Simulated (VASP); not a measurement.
# W (I4/mmm) in VASP: further runs

The runs below take W through single point, with PBEsol.

All numbers are computed with VASP 6.6.1; they aren't measurements. Logs are shortened: lines on timing, memory, paths and dates and some standing lists are left out, and cuts for length are marked.

**1. The cell of the first run**

The structure is tetragonal, space group I4/mmm (No. 139). The conventional cell has a = 2.756 Å, b = 2.756 Å, c = 4.385 Å, α = 90.00°, β = 90.00°, γ = 90.00°. W (site symmetry 4/mmm) has 12 W at 2.76 to 2.93 Å within 3.6 Å.

**2. Single point, PBEsol (strain -0.040 along x and y, +0.080 along z)**

The input, INCAR:

```
PREC = Accurate ; ENCUT = 520
EDIFF = 1E-7 ; ISMEAR = 0
SIGMA = 0.15 ; LREAL = F
LASPH = T ; NELM = 60
ALGO = Fast ; ISIF = 2
LWAVE = F ; LCHARG = F
GGA = PS ; NBANDS = 13
```

The input, KPOINTS:

```
Automatic mesh
0
Gamma
  20 20 20
```

The input, POSCAR:

```
W
1.0
    0.0000000000      1.9488000000      2.1924000000
    1.9488000000      0.0000000000      2.1924000000
    1.9488000000      1.9488000000      0.0000000000
W
1
Direct
    0.0000000000      0.0000000000      0.0000000000
```

Potentials or basis: VASP PAW PBE potentials, release 64 (W_sv).

Launch:

```bash
cat potpaw_PBE.64/W_sv/POTCAR > POTCAR
mpirun -np 1 vasp_std > vasp.out
```

OUTCAR:

```text
PREC = Accurate
   ENCUT = 520
   EDIFF = 1E-7
   ISMEAR = 0
   LREAL = F
   LASPH = T
   NELM = 60
   ISIF = 2
   GGA = PS

 ion  position               nearest neighbor table
   1  0.000  0.000  0.000-

  LATTYP: Found a body centered tetragonal cell.
 ALAT       =     2.7560193904
 C/A-ratio  =     1.5909902577

  Lattice vectors:

 A1 = (  -1.9488000000,   0.0000000000,   2.1924000000)
 A2 = (   1.9488000000,   0.0000000000,   2.1924000000)
 A3 = (   0.0000000000,   1.9488000000,  -2.1924000000)

Analysis of symmetry for initial positions (statically):
=====================================================================
 Subroutine PRICEL returns:
 Original cell was already a primitive cell.

 Routine SETGRP: Setting up the symmetry group for a
 body centered tetragonal supercell.

 Subroutine GETGRP returns: Found 16 space group operations
 (whereof 16 operations were pure point group operations)
 out of a pool of 16 trial point group operations.

The static configuration has the point symmetry D_4h.

Analysis of symmetry for dynamics (positions and initial velocities):
=====================================================================
 Subroutine PRICEL returns:
 Original cell was already a primitive cell.

 Routine SETGRP: Setting up the symmetry group for a
 body centered tetragonal supercell.

 Subroutine GETGRP returns: Found 16 space group operations
 (whereof 16 operations were pure point group operations)
 out of a pool of 16 trial point group operations.

The dynamic configuration has the point symmetry D_4h.

 Subroutine INISYM returns: Found 16 space group operations
 (whereof 16 operations are pure point group operations),
 and found     1 'primitive' translations

----------------------------------------------------------------------------------------

                                     Primitive cell

  volume of cell :      16.6527

  direct lattice vectors                    reciprocal lattice vectors
     0.000000000  1.948800000  2.192400000    -0.256568144  0.256568144  0.228060573
     1.948800000  0.000000000  2.192400000     0.256568144 -0.256568144  0.228060573
     1.948800000  1.948800000  0.000000000     0.256568144  0.256568144 -0.228060573

  length of vectors
     2.933332439  2.933332439  2.756019390     0.428562773  0.428562773  0.428562773

  position of ions in fractional coordinates (direct lattice)
[... 78 lines left out ...]
   LREAL  =      F    real-space projection
   EDIFFG = 0.1E-05   stopping-criterion for IOM
   NSW    =      0    number of steps for IOM
   IBRION =     -1    ionic relax: 0-MD 1-quasi-New 2-CG
   NFREE  =      0    steps in history (QN), initial steepest desc. (CG)
   ISIF   =      2    stress and relaxation
   ISYM   =      2    0-nonsym 1-usesym 2-fastsym
   POTIM  = 0.5000    time-step for ionic-motion
   TEBEG  =    0.0;   TEEND  =   0.0 temperature during run
   PSTRESS=    0.0 pullay stress
   NELECT =      14.0000    total number of electrons
   NUPDOWN=      -1.0000    fix difference up-down
   EMIN   =  10.00;   EMAX   =-10.00  energy-range for DOS
   EFERMI =   0.00;   METHOD = LEGACY
   ISMEAR =     0;   SIGMA  =   0.15  broadening in eV -4-tet -1-fermi 0-gaus
   EFERMI_NEDOS =   21; number of points for ismear=-14 and -15
   IALGO  =     68    algorithm
   IMIX   =      4    mixing-type and parameters
     AMIX     =   0.40;   BMIX     =  1.00
     AMIX_MAG =   1.60;   BMIX_MAG =  1.00
  volume/ion in A,a.u.               =      16.65       112.38
  Fermi-wavevector in a.u.,A,eV,Ry     =   1.545098  2.919812 32.481572  2.387328
  Thomas-Fermi vector in A             =   2.650525
   LORBIT       =      0    0 simple, 1 ext, 2 COOP (PROOUT), +10 PAW based schemes
   GGA     = PS    functional components
   LHFCALC =     F    Hartree Fock is set to
   AEXX    =    0.0000 exact exchange contribution
   IVDW    =     0    specifies the selected vdW correction
   LEPSILON=     F    determine dielectric tensor
   LRPA    =     F    only Hartree local field effects (RPA)
 non-spin polarized calculation
 RMM-DIIS sequential band-by-band and
 Gauss-broadening in eV      SIGMA  =   0.15
  energy-cutoff  :      520.00
  volume of cell :       16.65
 maximum number of plane-waves:       464
 NGX is ok and might be reduce to    24
   NGX = 11   NGY = 11   NGZ = 11

 number of electron      14.0000001 magnetization

 Free energy of the ion-electron system (eV)
  ---------------------------------------------------
  ext. energy  EPLUGINS =         0.00000000
  ---------------------------------------------------
  free energy    TOTEN  =       -13.37007542 eV

  energy without entropy =      -13.35931048  energy(sigma->0) =      -13.36469295

 E-fermi :  10.3669     XC(G=0): -13.4750

 val. band max:       10.3597555599   @ k =   0.2500   0.0500   0.2000
 cond. band min:      10.3680601269   @ k =  -0.4000   0.0000   0.1000
 fundamental gap:      0.0083045670
 Fermi energy:        10.3669488110

 k-point     1 :       0.0000    0.0000    0.0000
  band No.  band energies     occupation
      1     -63.5748      2.00000
      2     -27.2925      2.00000
      3     -27.1655      2.00000
      4     -27.1655      2.00000
      5       1.1988      2.00000
      6       8.5675      2.00000
      7      10.2104      1.85994
      8      10.2104      1.85994
      9      11.2790      0.00000
     10      13.7262      0.00000
     11      23.1407      0.00000
     12      25.8565      0.00000
     13      29.3255      0.00000
[... 354 lines left out ...]
  band No.  band energies     occupation
      1     -63.4852      2.00000
      2     -28.1708      2.00000
      3     -27.4679      2.00000
      4     -27.2063      2.00000
      5       4.5491      2.00000
      6       8.7004      2.00000
      7       9.3484      2.00000
      8      10.4993      0.21196
      9      13.6299      0.00000
     10      14.6893      0.00000
     11      21.5039      0.00000
     12      24.4157      0.00000
     13      29.8181      0.00000

 [... further k-points ...]
[... 5 lines left out ...]
  --------------------------------------------------------------------------------------
  -------------------------------------------------------------------------------------
  Total       -1.4920907     -1.4920907     -0.4241459      0.0000000      0.0000000     -0.0000000
  in kB     -143.5560415   -143.5560415    -40.8076484      0.0000000      0.0000000     -0.0000000
  external PRESSURE =    -109.3065772 kB  Pullay stress =       0.0000000 kB

 VOLUME and BASIS-vectors are now :
 -----------------------------------------------------------------------------
  energy-cutoff  :      520.00
  volume of cell :       16.65
      direct lattice vectors                 reciprocal lattice vectors
     0.000000000  1.948800000  2.192400000    -0.256568144  0.256568144  0.228060573
     1.948800000  0.000000000  2.192400000     0.256568144 -0.256568144  0.228060573
     1.948800000  1.948800000  0.000000000     0.256568144  0.256568144 -0.228060573

 POSITION                                       TOTAL-FORCE (eV/Angst)
 -----------------------------------------------------------------------------------
      0.00000      0.00000      0.00000        -0.000000      0.000000      0.000000
 -----------------------------------------------------------------------------------
    total drift:                               -0.000000      0.000000     -0.000000

  FREE ENERGIE OF THE ION-ELECTRON SYSTEM (eV)
  ---------------------------------------------------
  free  energy   TOTEN  =       -13.3700754158 eV

  energy  without entropy=      -13.3593104822  energy(sigma->0) =      -13.36469295
```

OSZICAR:

```text
N       E                     dE             d eps       ncg     rms          rms(c)
DAV:   1     0.833337066087E+02    0.83334E+02   -0.74554E+03 16735   0.121E+03
DAV:   2    -0.124095103574E+02   -0.95743E+02   -0.92073E+02 18591   0.313E+02
DAV:   3    -0.140802229335E+02   -0.16707E+01   -0.16628E+01 18521   0.399E+01
DAV:   4    -0.140875494917E+02   -0.73266E-02   -0.73263E-02 18651   0.291E+00
DAV:   5    -0.140876144976E+02   -0.65006E-04   -0.65006E-04 18641   0.260E-01    0.194E+01
RMM:   6    -0.135152268481E+02    0.57239E+00   -0.46056E-01 18173   0.620E+00    0.773E+00
RMM:   7    -0.133742116587E+02    0.14102E+00   -0.30589E-01 18264   0.501E+00    0.864E-01
RMM:   8    -0.133703189304E+02    0.38927E-02   -0.12306E-02 20726   0.120E+00    0.240E-01
RMM:   9    -0.133700802645E+02    0.23867E-03   -0.18102E-03 20383   0.502E-01    0.253E-02
RMM:  10    -0.133700791262E+02    0.11383E-05   -0.26541E-04 21343   0.197E-01    0.903E-03
RMM:  11    -0.133700746319E+02    0.44943E-05   -0.38786E-05 21588   0.762E-02    0.340E-03
RMM:  12    -0.133700754190E+02   -0.78711E-06   -0.10073E-05 21849   0.375E-02    0.240E-03
RMM:  13    -0.133700753540E+02    0.65022E-07   -0.15381E-06 19609   0.150E-02    0.149E-03
RMM:  14    -0.133700754158E+02   -0.61777E-07   -0.48898E-07 15971   0.794E-03
   1 F= -.13370075E+02 E0= -.13364693E+02  d E =-.107649E-01
```

stdout:

```text
POSCAR found type information on POSCAR W
 POSCAR found :  1 types and       1 ions
 scaLAPACK will be used
 -----------------------------------------------------------------------------
|                                                                             |
|                                                                             |
|     You enforced a specific xc type in the INCAR file but a different       |
|     I HOPE YOU KNOW WHAT YOU ARE DOING!                                     |
|                                                                             |
 -----------------------------------------------------------------------------

 LDA part: xc-table for (Slater+PW92), standard interpolation
 POSCAR, INCAR and KPOINTS ok, starting setup
 FFT: planning ... GRIDC
 FFT: planning ... GRID_SOFT
 FFT: planning ... GRID
 WAVECAR not read
 entering main loop
WARNING in EDDRMM: call to ZHEGV failed, returncode =   8  4     13
WARNING in EDDRMM: call to ZHEGV failed, returncode =   8  4     13
WARNING in EDDRMM: call to ZHEGV failed, returncode =   8  4     13
WARNING in EDDRMM: call to ZHEGV failed, returncode =   8  4     11
WARNING in EDDRMM: call to ZHEGV failed, returncode =   8  4     13
WARNING in EDDRMM: call to ZHEGV failed, returncode =   8  4     13
```

Run time: 2.6 min. Hardware: 1 thread of Intel Xeon 8259CL, shared host; peak memory 0.25 GiB.

Results:

| Item | Value |
| --- | --- |
| Free energy | -13.3701 eV |
| Pressure | -10.9 GPa |
| Band gap on the k mesh | zero (bands 7 and 8 overlap by 4.10 eV) |

Stress tensor (GPa, compression positive):
```
-14.36   0.00   0.00
  0.00 -14.36   0.00
  0.00   0.00  -4.08
```

Levels at points of the mesh, in eV from the Fermi level:
```tsv
k point	band 3	band 4	band 5	band 6	band 7	band 8	band 9	band 10	band 11	band 12
(0.00, 0.00, 0.00)	-37.53	-37.53	-9.17	-1.80	-0.16	-0.16	0.91	3.36	12.77	15.49
(0.50, 0.00, 0.00)	-37.85	-37.59	-5.77	-1.80	-0.15	0.40	4.26	4.99	9.99	12.02
(0.50, 0.50, 0.00)	-37.80	-37.80	-5.75	-4.53	1.30	4.86	5.26	5.26	10.64	12.62
(0.50, 0.00, 0.50)	-38.17	-37.95	-5.61	-4.65	3.54	4.25	4.35	6.39	10.08	11.72
```

Caveat: the cell differs from its parent crystal (strain -0.040 along x and y, +0.080 along z); the cell stands under tension; the PAW data sets were made with another functional, which shifts forces and pressure a little; spin-orbit coupling is left out, which moves the levels of the heavy elements.

**3. Single point, PBEsol (strain +0.040 along x and y, -0.080 along z)**

The input, INCAR:

```
SYSTEM = W
ALGO = Fast
EDIFF = 1E-7
ENCUT = 520
GGA = PS
ISIF = 2
ISMEAR = 0
LASPH = .TRUE.
LCHARG = .FALSE.
LREAL = .FALSE.
LWAVE = .FALSE.
NBANDS = 13
NELM = 100
PREC = Accurate
SIGMA = 0.15
```

The input, KPOINTS:

```
k-points
0
G
  20 20 20
  0 0 0
```

The input, POSCAR:

```
W
1.0
    0.0000000000      2.1112000000      1.8676000000
    2.1112000000      0.0000000000      1.8676000000
    2.1112000000      2.1112000000      0.0000000000
W
1
Direct
    0.0000000000      0.0000000000      0.0000000000
```

Potentials or basis: VASP PAW PBE potentials, release 64 (W_sv).

Launch:

```bash
cat potpaw_PBE.64/W_sv/POTCAR > POTCAR
mpirun -np 1 vasp_std > vasp.out
```

Run time: 2.9 min. Hardware: 1 thread of Intel Xeon 8259CL, shared host; peak memory 0.25 GiB.

Results (log left out):

```yaml
Free_energy: -13.4308 eV
Pressure: -12.0 GPa
Band_gap_on_the_k_mesh: zero (bands 7 and 8 overlap by 5.17 eV)
```

Stress tensor (GPa, compression positive):
```
 -3.12   0.00   0.00
  0.00  -3.12   0.00
  0.00   0.00 -29.77
```

Levels at points of the mesh, in eV from the Fermi level:
```csv
k point,band 3,band 4,band 5,band 6,band 7,band 8,band 9,band 10,band 11,band 12
"(0.00, 0.00, 0.00)",-37.64,-37.62,-9.22,-1.23,-1.23,0.26,1.03,2.99,12.76,16.37
"(0.50, 0.00, 0.00)",-37.88,-37.69,-5.83,-1.94,-0.06,0.36,3.99,5.19,9.89,12.01
"(0.50, 0.50, 0.00)",-38.19,-38.19,-5.59,-4.94,4.39,4.58,5.34,5.34,10.11,10.11
"(0.50, 0.00, 0.50)",-38.05,-37.85,-5.74,-4.49,1.93,4.23,4.46,5.96,11.16,11.59
```

Caveat: the cell differs from its parent crystal (strain +0.040 along x and y, -0.080 along z); the cell stands under tension; the PAW data sets were made with another functional, which shifts forces and pressure a little; spin-orbit coupling is left out, which moves the levels of the heavy elements.

**4. Single point, PBEsol (strain +0.040 along x and y, -0.040 along z)**

The input, INCAR:

```
ALGO = Fast ; EDIFF = 1E-7
ENCUT = 520 ; GGA = PS
ISIF = 2 ; ISMEAR = 0
LASPH = True ; LCHARG = True
LELF = True ; LREAL = False
LVHAR = True ; LWAVE = False
NBANDS = 13 ; NELM = 60
PREC = Accurate ; SIGMA = 0.15
```

The input, KPOINTS:

```
k-points
0
Gamma
  20 20 20
```

The input, POSCAR:

```
W
1.0
    0.0000000000      2.1112000000      1.9488000000
    2.1112000000      0.0000000000      1.9488000000
    2.1112000000      2.1112000000      0.0000000000
W
1
Direct
    0.0000000000      0.0000000000      0.0000000000
```

Launch:

```bash
cat potpaw_PBE.64/W_sv/POTCAR > POTCAR
mpirun -np 1 vasp_std > vasp.out
```

It took 2.9 min on 1 thread of Intel Xeon 8259CL, shared host; peak memory 0.26 GiB.

Results (log left out):

| Item | Value |
| --- | --- |
| Free energy | -13.2846 eV |
| Pressure | -21.4 GPa |
| Band gap on the k mesh | zero (bands 7 and 8 overlap by 4.30 eV) |

Stress tensor (GPa, compression positive):
```
-14.94   0.00   0.00
  0.00 -14.94   0.00
  0.00   0.00 -34.38
```

Levels at points of the mesh, in eV from the Fermi level:
| k point | band 5 | band 6 | band 7 | band 8 | band 9 | band 10 |
| --- | --- | --- | --- | --- | --- | --- |
| (0.00, 0.00, 0.00) | -8.86 | -0.93 | -0.93 | 0.02 | 1.49 | 2.79 |
| (0.50, 0.00, 0.00) | -5.46 | -1.40 | -0.26 | 0.37 | 4.12 | 4.84 |
| (0.50, 0.50, 0.00) | -5.19 | -4.46 | 3.68 | 4.42 | 5.19 | 5.19 |
| (0.50, 0.00, 0.50) | -5.30 | -4.21 | 2.13 | 4.32 | 4.60 | 5.60 |

Caveat: the cell differs from its parent crystal (strain +0.040 along x and y, -0.040 along z); the cell stands under tension; the PAW data sets were made with another functional, which shifts forces and pressure a little; spin-orbit coupling is left out, which moves the levels of the heavy elements.

**5. Summary**

| cell | gap on the mesh (eV) | pressure (GPa) |
| --- | --- | --- |
| a = 2.933, b = 2.933, c = 2.756 Å, angles 62.0, 62.0, 56.0°, 1 atom | none | -10.9 |
| a = 2.819, b = 2.819, c = 2.986 Å, angles 58.0, 58.0, 64.0°, 1 atom | none | -12.0 |
| a = 2.873, b = 2.873, c = 2.986 Å, angles 58.7, 58.7, 62.6°, 1 atom | none | -21.4 |

Alike in all rows: task single point; level PBEsol; potentials or basis VASP PAW PBE potentials, release 64 (W_sv); no spin polarisation; k mesh 20 × 20 × 20; cutoff (eV) 520; smearing gaussian 0.15 eV.

Caveats: the cell stands under tension; the PAW data sets were made with another functional, which shifts forces and pressure a little; spin-orbit coupling is left out, which moves the levels of the heavy elements.

Total energies depend on the potentials used, so only differences within one code and one set of settings carry meaning.
